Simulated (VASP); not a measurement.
A run of VASP 6.6.1 is set up as follows.

Contents of INCAR:

```
SYSTEM = Te
  ALGO = Normal
  EDIFF = 1E-6
  ENCUT = 520
  GGA = RE
  ISIF = 2
  ISMEAR = -1
  LASPH = .True.
  LCHARG = .False.
  LREAL = .False.
  LWAVE = .False.
  NBANDS = 16
  NELM = 80
  PREC = Accurate
  SIGMA = 0.1
```

File KPOINTS:

```
k-points
0
Gamma
  4 4 3
  0 0 0
```

File POSCAR:

```
Te
1.0
    4.7473994219      0.0000000000      0.0000000000
   -2.3736997109      4.1113685012      0.0000000000
    0.0000000000      0.0000000000      5.8967267174
Te
3
Direct
    0.2517707370      0.0000000000      0.3333333333
    1.0000000000      0.2517707370      0.6666666667
    0.7482292630      0.7482292630      0.0000000000
```

Potentials or basis: VASP PAW PBE potentials, release 64 (Te).

Run with:

```sh
$ cat potpaw_PBE.64/Te/POTCAR > POTCAR
$ mpirun -np 1 vasp_std > vasp.out
```

Estimate the largest force.

0.007 eV/Å.

Estimate the band gap on the k mesh.

0.99 eV, indirect (least direct gap 1.28 eV).

Predict the pressure.

0.1 GPa.

Forces on the atoms (eV/Å):
```
Te  -0.007  0.000  0.000
Te   0.003 -0.006  0.000
Te   0.003  0.006  0.000
```

Caveat: the PAW data sets were made with another functional, which shifts forces and pressure a little; spin-orbit coupling is left out, which moves the levels of the heavy elements. A k mesh can miss the band edges.
